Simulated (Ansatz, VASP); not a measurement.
# Pd4Pt in VASP and in Ansatz

```xyz
5
Lattice="-3.2320 3.2320 1.9676 3.2320 -3.2320 1.9676 3.2320 3.2320 -1.9676" Properties=species:S:1:pos:R:3 pbc="T T T"
Pd    1.8838    0.0000    0.0000
Pd    4.5803    0.0000    0.0000
Pd    0.0000    1.8838    0.0000
Pd    0.0000    4.5803    0.0000
Pt    0.0000    0.0000    1.9676
```

Alike in both runs: functional PBE; k mesh 4 × 4 × 4; occupations gaussian, width 0.2 eV; no spin polarisation.

Ansatz relaxed the structure, and its values are those at the end. VASP's run is a single point on that final structure, the one shown.

```csv
,VASP,Ansatz
version,VASP 6.6.1,Ansatz 0.2.0
potentials or method,"VASP PAW PBE potentials, release 64 (Pd, Pt), cutoff 520 eV","scalar-relativistic, plane waves, PAW"
valence electrons in the cell,50,90
```

```csv
,VASP,Ansatz,Ansatz less VASP
gap on the k mesh at the Fermi level (eV),none,none,-
pressure (GPa),-0.2,0.1,+0.31
rms of the force components (eV/Å),0.010,0.009,-0.0014
```

A gap of «none» marks a metal or a gap that the smearing closes. With one functional, cell and mesh, what is left measures potentials, basis and numerics. VASP's potentials hold 50 valence electrons a cell and Ansatz's 90, so a difference there can come from the potentials and not from the codes.

The k mesh is coarse, so the values compare programs but aren't converged. Spin-orbit coupling is off throughout.
